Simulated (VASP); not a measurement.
# As (R-3m) in VASP: notebook

Runs on As. Level: PBE+D3(BJ). Tasks: single point, relaxation of cell and atoms.

Everything below comes from runs of VASP 6.6.1. Logs are shortened: lines on timing, memory, paths and dates and some standing lists are left out, and cuts for length are marked.

## Step 1: The cell of the first run

Symmetry: R-3m, No. 166, trigonal system. Conventional cell: a = 3.783 Å, b = 3.783 Å, c = 10.106 Å, α = 90.00°, β = 90.00°, γ = 120.00°. Within 3.3 Å of As (site symmetry 3m) lie 6 As at 2.54 to 3.02 Å.

## Step 2: Single point, PBE+D3(BJ)

Input file INCAR:

```
SYSTEM = As
ALGO     = Normal         ! electronic algorithm
EDIFF    = 1E-7           ! SCF threshold, eV
ENCUT    = 520            ! plane-wave cutoff, eV
GGA      = PE             ! functional
ISIF     = 2              ! what is computed and relaxed
ISMEAR   = 0              ! smearing method
IVDW     = 12             ! dispersion correction
LASPH    = .TRUE.         ! aspherical terms in the spheres
LCHARG   = .FALSE.        ! write CHGCAR
LREAL    = .FALSE.        ! projectors in reciprocal space
LWAVE    = .FALSE.        ! write WAVECAR
NBANDS   = 12             ! bands
NELM     = 100            ! most SCF steps
PREC     = Accurate       ! precision mode
SIGMA    = 0.1            ! smearing width, eV
```

Input file KPOINTS:

```
k-points
0
G
  15 15 15
  0 0 0
```

Input file POSCAR:

```
As
1.0
    1.8914412643      1.0920241231      3.3687803541
   -1.8914412643      1.0920241231      3.3687803541
    0.0000000000     -2.1840482462      3.3687803541
As
2
Direct
    0.2303455268      0.2303455268      0.2303455268
    0.7696544732      0.7696544732      0.7696544732
```

Potentials or basis: VASP PAW PBE potentials, release 64 (As).

The run is started by

```console
cat potpaw_PBE.64/As/POTCAR > POTCAR
mpirun -np 1 vasp_std > vasp.out
```

OUTCAR:

```text
SYSTEM = As
   EDIFF = 1E-7
   ENCUT = 520
   GGA = PE
   ISIF = 2
   ISMEAR = 0
   IVDW = 12
   LASPH = .TRUE.
   LREAL = .FALSE.
   NELM = 100
   PREC = Accurate
 IVDW          = 12

 ion  position               nearest neighbor table
   1  0.230  0.230  0.230-   2 2.54   2 2.54   2 2.54
   2  0.770  0.770  0.770-   1 2.54   1 2.54   1 2.54

  LATTYP: Found a trigonal (rhomboedric) cell.
 ALAT       =     4.0148160376
 COS(alpha) =     0.5561007471

  Lattice vectors:

 A1 = (   1.8914412643,   1.0920241231,   3.3687803541)
 A2 = (  -1.8914412643,   1.0920241231,   3.3687803541)
 A3 = (   0.0000000000,  -2.1840482462,   3.3687803541)

Analysis of symmetry for initial positions (statically):
=====================================================================
 Subroutine PRICEL returns:
 Original cell was already a primitive cell.

 Routine SETGRP: Setting up the symmetry group for a
 trigonal (rhombohedral) supercell.

 Subroutine GETGRP returns: Found 12 space group operations
 (whereof 12 operations were pure point group operations)
 out of a pool of 12 trial point group operations.

The static configuration has the point symmetry D_3d.

Analysis of symmetry for dynamics (positions and initial velocities):
=====================================================================
 Subroutine PRICEL returns:
 Original cell was already a primitive cell.

 Routine SETGRP: Setting up the symmetry group for a
 trigonal (rhombohedral) supercell.

 Subroutine GETGRP returns: Found 12 space group operations
 (whereof 12 operations were pure point group operations)
 out of a pool of 12 trial point group operations.

The dynamic configuration has the point symmetry D_3d.

 Subroutine INISYM returns: Found 12 space group operations
 (whereof 12 operations are pure point group operations),
 and found     1 'primitive' translations

----------------------------------------------------------------------------------------

                                     Primitive cell

  volume of cell :      41.7493

  direct lattice vectors                    reciprocal lattice vectors
     1.891441264  1.092024123  3.368780354     0.264348679  0.152621781  0.098947779
    -1.891441264  1.092024123  3.368780354    -0.264348679  0.152621781  0.098947779
     0.000000000 -2.184048246  3.368780354     0.000000000 -0.305243562  0.098947779

  length of vectors
     4.014816038  4.014816038  4.014816038     0.320880500  0.320880500  0.320880500

  position of ions in fractional coordinates (direct lattice)
     0.230345527  0.230345527  0.230345527
     0.769654473  0.769654473  0.769654473

  ion indices of the primitive-cell ions
   primitive index   ion index
                 1           1
                 2           2

----------------------------------------------------------------------------------------

 KPOINTS: k-points

Automatic generation of k-mesh.
 Grid dimensions read from file:
 generate k-points for:   15   15   15

 Generating k-lattice:

  Cartesian coordinates                     Fractional coordinates (reciprocal lattice)
     0.017623245  0.010174785  0.006596519     0.066666667  0.000000000  0.000000000
    -0.017623245  0.010174785  0.006596519     0.000000000  0.066666667  0.000000000
     0.000000000 -0.020349571  0.006596519     0.000000000  0.000000000  0.066666667

  Length of vectors
     0.021392033  0.021392033  0.021392033

  Shift w.r.t. Gamma in fractional coordinates (k-lattice)
     0.000000000  0.000000000  0.000000000

 Subroutine IBZKPT returns following result:
 ===========================================

 Found    344 irreducible k-points:

 Following reciprocal coordinates:
            Coordinates               Weight
  0.000000  0.000000  0.000000      1.000000
  0.066667  0.000000  0.000000      6.000000
  0.133333  0.000000  0.000000      6.000000
  0.200000  0.000000  0.000000      6.000000
  0.266667  0.000000  0.000000      6.000000
  0.333333 -0.000000  0.000000      6.000000
[... 16 lines left out ...]
  0.133333  0.133333  0.000000      6.000000
  0.200000  0.133333  0.000000     12.000000
 [... further k-points ...]
   k-points           NKPTS =    344   k-points in BZ     NKDIM =    344   number of bands    NBANDS=     12
   number of dos      NEDOS =    301   number of ions     NIONS =      2
   total plane-waves  NPLWV =  27000
   dimension x,y,z NGX =    30 NGY =   30 NGZ =   30
   dimension x,y,z NGXF=    60 NGYF=   60 NGZF=   60
   ions per type =               2
   NGX,Y,Z   is equivalent  to a cutoff of  12.42, 12.42, 12.42 a.u.
   NGXF,Y,Z  is equivalent  to a cutoff of  24.84, 24.84, 24.84 a.u.
 SYSTEM =  As
   PREC   = accura    normal or accurate (medium, high low for compatibility)
   ISTART =      0    job   : 0-new  1-cont  2-samecut
   ICHARG =      2    charge: 1-file 2-atom 10-const
   ISPIN  =      1    spin polarized calculation?
   LNONCOLLINEAR =      F non collinear calculations
   LSORBIT =      F    spin-orbit coupling
   LASPH  =      T    aspherical Exc in radial PAW
   ENCUT  =  520.0 eV  38.22 Ry    6.18 a.u.   7.46  7.46  7.46*2*pi/ulx,y,z
   NELM   =    100;   NELMIN=  2; NELMDL= -5     # of ELM steps
   EDIFF  = 0.1E-06   stopping-criterion for ELM
   LREAL  =      F    real-space projection
   EDIFFG = 0.1E-05   stopping-criterion for IOM
   NSW    =      0    number of steps for IOM
   IBRION =     -1    ionic relax: 0-MD 1-quasi-New 2-CG
   NFREE  =      0    steps in history (QN), initial steepest desc. (CG)
   ISIF   =      2    stress and relaxation
   ISYM   =      2    0-nonsym 1-usesym 2-fastsym
   POTIM  = 0.5000    time-step for ionic-motion
   TEBEG  =    0.0;   TEEND  =   0.0 temperature during run
   PSTRESS=    0.0 pullay stress
   NELECT =      10.0000    total number of electrons
   NUPDOWN=      -1.0000    fix difference up-down
   EMIN   =  10.00;   EMAX   =-10.00  energy-range for DOS
   EFERMI =   0.00;   METHOD = LEGACY
   ISMEAR =     0;   SIGMA  =   0.10  broadening in eV -4-tet -1-fermi 0-gaus
   EFERMI_NEDOS =   21; number of points for ismear=-14 and -15
   IALGO  =     38    algorithm
   IMIX   =      4    mixing-type and parameters
     AMIX     =   0.40;   BMIX     =  1.00
     AMIX_MAG =   1.60;   BMIX_MAG =  1.00
  volume/ion in A,a.u.               =      20.87       140.87
  Fermi-wavevector in a.u.,A,eV,Ry     =   1.016698  1.921280 14.063990  1.033674
  Thomas-Fermi vector in A             =   2.150056
   LORBIT       =      0    0 simple, 1 ext, 2 COOP (PROOUT), +10 PAW based schemes
   GGA     = PE    functional components
   LHFCALC =     F    Hartree Fock is set to
   AEXX    =    0.0000 exact exchange contribution
   IVDW    =    12    specifies the selected vdW correction
   LEPSILON=     F    determine dielectric tensor
   LRPA    =     F    only Hartree local field effects (RPA)
 non-spin polarized calculation
 Gauss-broadening in eV      SIGMA  =   0.10
  energy-cutoff  :      520.00
  volume of cell :       41.75
 maximum number of plane-waves:      1135
 NGX is ok and might be reduce to    30
   NGX = 15   NGY = 15   NGZ = 15

 number of electron      10.0000000 magnetization

 Free energy of the ion-electron system (eV)
  ---------------------------------------------------
  ext. energy  EPLUGINS =         0.00000000
  ---------------------------------------------------
  free energy    TOTEN  =        -9.30787721 eV

  energy without entropy =       -9.30727817  energy(sigma->0) =       -9.30757769

 E-fermi :   5.7797     XC(G=0): -10.1320

 val. band max:        5.7346815656   @ k =   0.3333   0.1333   0.1333
 cond. band min:       5.7875034671   @ k =   0.4000   0.2667   0.2667
 fundamental gap:      0.0528219014
 Fermi energy:         5.7797080191

 k-point     1 :       0.0000    0.0000    0.0000
  band No.  band energies     occupation
      1      -9.3801      2.00000
      2       0.1878      2.00000
      3       3.3652      2.00000
      4       3.6780      2.00000
      5       3.6780      2.00000
      6       7.8699      0.00000
      7       8.8869      0.00000
      8       8.8869      0.00000
      9      12.2517      0.00000
     10      12.2517      0.00000
     11      12.6545      0.00000
     12      14.2831      0.00000

 k-point     2 :       0.0667    0.0000    0.0000
  band No.  band energies     occupation
      1      -9.3199      2.00000
      2      -0.0740      2.00000
      3       3.3914      2.00000
      4       3.6476      2.00000
      5       3.7278      2.00000
      6       7.9268      0.00000
      7       8.7431      0.00000
      8       8.7879      0.00000
      9      11.9085      0.00000
     10      12.1890      0.00000
     11      12.3589      0.00000
     12      14.7208      0.00000

 k-point     3 :       0.1333    0.0000    0.0000
  band No.  band energies     occupation
      1      -9.1398      2.00000
      2      -0.7453      2.00000
      3       3.3608      2.00000
      4       3.5671      2.00000
      5       3.9304      2.00000
      6       7.9121      0.00000
      7       8.4058      0.00000
      8       8.4863      0.00000
      9      11.4475      0.00000
     10      12.1286      0.00000
     11      12.2862      0.00000
     12      15.7417      0.00000
[... 286 lines left out ...]
 k-point    23 :       0.1333    0.1333    0.0000
  band No.  band energies     occupation
      1      -9.0798      2.00000
      2      -0.8459      2.00000
      3       2.7977      2.00000
      4       3.1652      2.00000
      5       4.8630      2.00000
      6       7.0526      0.00000
      7       8.3009      0.00000
      8       9.3429      0.00000
      9      11.4194      0.00000
     10      12.5943      0.00000
     11      13.0176      0.00000
     12      14.7803      0.00000

 k-point    24 :       0.2000    0.1333    0.0000
  band No.  band energies     occupation
      1      -8.8722      2.00000
      2      -1.3566      2.00000
      3       2.5273      2.00000
      4       2.9675      2.00000
      5       4.9781      2.00000
      6       6.8012      0.00000
      7       8.3815      0.00000
      8       9.3495      0.00000
      9      11.1099      0.00000
     10      12.8848      0.00000
     11      13.5550      0.00000
     12      15.2161      0.00000

 [... further k-points ...]

------------------------ aborting loop because EDIFF is reached ----------------------------------------

 Edisp (eV)   -0.86697

 E8    (eV) :    -0.3673

  FORCE on cell =-STRESS in cart. coord.  units (eV):
  Direction    XX          YY          ZZ          XY          YZ          ZX
  --------------------------------------------------------------------------------------
  -------------------------------------------------------------------------------------
  Total       0.09093     0.09093     0.06578     0.00000    -0.00000     0.00000
  in kB       3.48937     3.48937     2.52434     0.00000    -0.00000     0.00000
  external pressure =        3.17 kB  Pullay stress =        0.00 kB

 VOLUME and BASIS-vectors are now :
 -----------------------------------------------------------------------------
  energy-cutoff  :      520.00
  volume of cell :       41.75
      direct lattice vectors                 reciprocal lattice vectors
     1.891441264  1.092024123  3.368780354     0.264348679  0.152621781  0.098947779
    -1.891441264  1.092024123  3.368780354    -0.264348679  0.152621781  0.098947779
     0.000000000 -2.184048246  3.368780354     0.000000000 -0.305243562  0.098947779

 POSITION                                       TOTAL-FORCE (eV/Angst)
 -----------------------------------------------------------------------------------
      0.00000      0.00000      2.32795         0.000000     -0.000000      0.049382
      0.00000      0.00000      7.77839         0.000000      0.000000     -0.049382
 -----------------------------------------------------------------------------------
    total drift:                               -0.000000     -0.000000     -0.000000

  FREE ENERGIE OF THE ION-ELECTRON SYSTEM (eV)
  ---------------------------------------------------
  free  energy   TOTEN  =       -10.1748479267 eV

  energy  without entropy=      -10.1742488834  energy(sigma->0) =      -10.17454841
```

Run time: 3.6 min. Hardware: 1 thread of Intel Xeon 8259CL, shared host; peak memory 0.29 GiB.

What came out:

- Free energy: -10.1748 eV
- Pressure: 0.3 GPa
- Largest force: 0.049 eV/Å
- Band gap on the k mesh: zero (bands 5 and 6 overlap by 0.14 eV)
- Dispersion energy per atom: -0.433 eV

Forces on the atoms (eV/Å):
```
As   0.000  0.000  0.049
As   0.000  0.000 -0.049
```

Stress tensor (GPa, compression positive):
```
0.35 0.00 0.00
0.00 0.35 0.00
0.00 0.00 0.25
```

Levels at points of the mesh, in eV from the Fermi level:
```csv
k point,band 2,band 3,band 4,band 5,band 6,band 7,band 8,band 9
"(0.00, 0.00, 0.00)",-5.59,-2.41,-2.10,-2.10,2.09,3.11,3.11,6.47
```

## Step 3: Relaxation of cell and atoms, PBE+D3(BJ)

This run uses another cell than the first one, of 21.33 Å³/atom.

Input file INCAR:

```
SYSTEM = As
  ALGO = Normal
  EDIFF = 1E-6
  EDIFFG = -0.005
  ENCUT = 600
  GGA = PE
  IBRION = 2
  ISIF = 3
  ISMEAR = 0
  IVDW = 12
  LASPH = .True.
  LCHARG = .False.
  LREAL = .False.
  LWAVE = .False.
  NELM = 100
  NSW = 100
  PREC = Accurate
  SIGMA = 0.1
```

Input file KPOINTS:

```
k-points
0
Gamma
  15 15 15
  0 0 0
```

Input file POSCAR:

```
As
1.0
    1.8797494575      1.0852738553      3.4857700000
   -1.8797494575      1.0852738553      3.4857700000
    0.0000000000     -2.1705477106      3.4857700000
As
2
Direct
    0.2275400000      0.2275400000      0.2275400000
    0.7724600000      0.7724600000      0.7724600000
```

Potentials or basis: VASP PAW PBE potentials, release 64 (As).

The run is started by

```console
cat potpaw_PBE.64/As/POTCAR > POTCAR
mpirun -np 1 vasp_std > vasp.out
```

OUTCAR:

```text
SYSTEM = As
   EDIFF = 1E-6
   EDIFFG = -0.005
   ENCUT = 600
   GGA = PE
   IBRION = 2
   ISIF = 3
   ISMEAR = 0
   IVDW = 12
   LASPH = .True.
   LREAL = .False.
   NELM = 100
   NSW = 100
   PREC = Accurate
 IVDW          = 12

 ion  position               nearest neighbor table
   1  0.228  0.228  0.228-   2 2.52   2 2.52   2 2.52
   2  0.772  0.772  0.772-   1 2.52   1 2.52   1 2.52

  LATTYP: Found a trigonal (rhomboedric) cell.
 ALAT       =     4.1063207202
 COS(alpha) =     0.5808936906

  Lattice vectors:

 A1 = (   1.8797494575,   1.0852738553,   3.4857700000)
 A2 = (  -1.8797494575,   1.0852738553,   3.4857700000)
 A3 = (   0.0000000000,  -2.1705477106,   3.4857700000)

Analysis of symmetry for initial positions (statically):
[... 589 lines left out ...]

[... ionic steps 4 to 8 ...]

--------------------------------------- Ionic step        9  -------------------------------------------

 number of electron      10.0000000 magnetization

------------------------ aborting loop because EDIFF is reached ----------------------------------------
[... 75 lines left out ...]
--------------------------------------- Ionic step       11  -------------------------------------------

 number of electron      10.0000000 magnetization

 Free energy of the ion-electron system (eV)
  ---------------------------------------------------
  ext. energy  EPLUGINS =         0.00000000
  ---------------------------------------------------
  free energy    TOTEN  =        -9.30947844 eV

  energy without entropy =       -9.30888061  energy(sigma->0) =       -9.30917953

 E-fermi :   5.7528     XC(G=0): -10.1276

 val. band max:        5.7103200063   @ k =   0.3333   0.1333   0.1333
 cond. band min:       5.7542595961   @ k =   0.4000   0.2667   0.2667
 fundamental gap:      0.0439395898
 Fermi energy:         5.7528445335

 k-point     1 :       0.0000    0.0000    0.0000
  band No.  band energies     occupation
      1      -9.3738      2.00000
      2       0.1597      2.00000
      3       3.3619      2.00000
      4       3.6623      2.00000
      5       3.6623      2.00000
      6       7.8890      0.00000
      7       8.8768      0.00000
      8       8.8768      0.00000
      9      12.2066      0.00000
[... 309 lines left out ...]
  FREE ENERGIE OF THE ION-ELECTRON SYSTEM (eV)
  ---------------------------------------------------
  free  energy   TOTEN  =       -10.1751471769 eV

  energy  without entropy=      -10.1745493528  energy(sigma->0) =      -10.17484826

 reached required accuracy - stopping structural energy minimisation
```

CONTCAR:

```text
As
   1.00000000000000
     1.8943730327425234    1.0937167804028627    3.3633673627004703
    -1.8943730327425234    1.0937167804028627    3.3633673627004703
     0.0000000000000000   -2.1874335608057254    3.3633673627004703
  As
     2
Direct
     0.2306742994365860    0.2306742994365860    0.2306742994365860
     0.7693257005634139    0.7693257005634139    0.7693257005634139

  0.00000000E+00  0.00000000E+00  0.00000000E+00
  0.00000000E+00  0.00000000E+00  0.00000000E+00
```

It took 18 min on 1 thread of Intel Xeon 8259CL, shared host; peak memory 0.35 GiB.

What came out:

```yaml
Free_energy: -10.1751 eV
Relaxed_volume: 20.91 Å³/atom
Relaxed_cell: a = 4.012 Å, b = 4.012 Å, c = 4.012 Å, α = 56.35°, β = 56.35°, γ = 56.35°
Space_group_after_relaxing_to_0.1_Å: R-3m (No. 166)
Energy_gained_by_relaxing: 5.9 meV/atom
Ionic_steps: 11
Pressure_after_relaxing: 0.0 GPa
Band_gap_on_the_k_mesh: zero (bands 5 and 6 overlap by 0.13 eV)
Dispersion_energy_per_atom: -0.433 eV
```

The path:
```tsv
step	energy change (eV)	largest force (eV/Å)	pressure (GPa)	volume (Å³)
1	0.0000	0.2785	0.67	42.67
2	-0.0041	0.0120	-1.12	43.22
3	-0.0044	0.0494	-0.74	43.10
4	-0.0078	0.0245	-0.49	42.69
5	-0.0113	0.0206	0.11	41.89
6	-0.0114	0.0289	0.24	41.73
7	-0.0118	0.0293	-0.13	41.83
8	-0.0118	0.0294	-0.07	41.81
9	-0.0119	0.0123	0.12	41.75
10	-0.0119	0.0050	0.05	41.77
11	-0.0119	0.0019	-0.01	41.81
```

Final structure:
```
As
1.0
     1.89437    1.09372    3.36337
    -1.89437    1.09372    3.36337
     0.00000   -2.18743    3.36337
As
2
Direct
  0.23067 0.23067 0.23067
  0.76933 0.76933 0.76933
```
